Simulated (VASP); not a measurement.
Set up this calculation in VASP 6.6.1, as the native input.

```yaml
Task: electric field gradients
Functional: PBEsol
Potentials_or_basis: VASP PAW PBE potentials, release 64 (Be)
Cutoff: 520 eV
k_mesh: 9 × 9 × 14
Occupations: fermi-dirac, width 0.05 eV
Spin: no spin polarisation
Dipole_correction: no
Further_INCAR_settings: ALGO = Normal; EDIFF = 1e-08; NBANDS = 12
```

The structure of Be lies in POSCAR:

```
Be
1.0
    3.6961751708      0.0000000000      0.0000000000
    0.0000000000      3.6961751708      0.0000000000
    0.0000000000      0.0000000000      2.2504481124
Be
4
Direct
    0.2974080000      0.2974080000      0.0000000000
    0.7025920000      0.7025920000      0.0000000000
    0.2025920000      0.7974080000      0.5000000000
    0.7974080000      0.2025920000      0.5000000000
```

This cell differs from its parent crystal: volume scaled by 0.96.

One way to write it, as run:

INCAR

```
PREC = Accurate ; ENCUT = 520
EDIFF = 1E-8 ; ISMEAR = -1
SIGMA = 0.05 ; LREAL = False
LASPH = True ; NELM = 100
ALGO = Normal ; ISIF = 2
LWAVE = False ; LCHARG = False
GGA = PS ; LEFG = True
NBANDS = 12
```

KPOINTS

```
regular mesh
0
Gamma
  9 9 14
```

Potentials or basis: VASP PAW PBE potentials, release 64 (Be).

Launch:

```console
$ cat potpaw_PBE.64/Be/POTCAR > POTCAR
$ mpirun -np 1 vasp_std > vasp.out
```

It gave:

```
Pressure               : 4.4 GPa
Largest force          : 0.028 eV/Å
Band gap on the k mesh : zero (band 4 reaches 8.14 eV, above the bottom of band 5 at 6.16 eV)
```

Caveat: without QUAD_EFG the Cq values of the log hold for a quadrupole moment of 1 mb, not for the nuclei; the PAW data sets were made with another functional, which shifts forces and pressure a little.

Wall time 23 s on 1 thread of Intel(R) Xeon(R) Platinum 8259CL CPU @ 2.50GHz (Skylake/Cascade Lake), with other jobs on the host, peak memory 0.15 GiB.
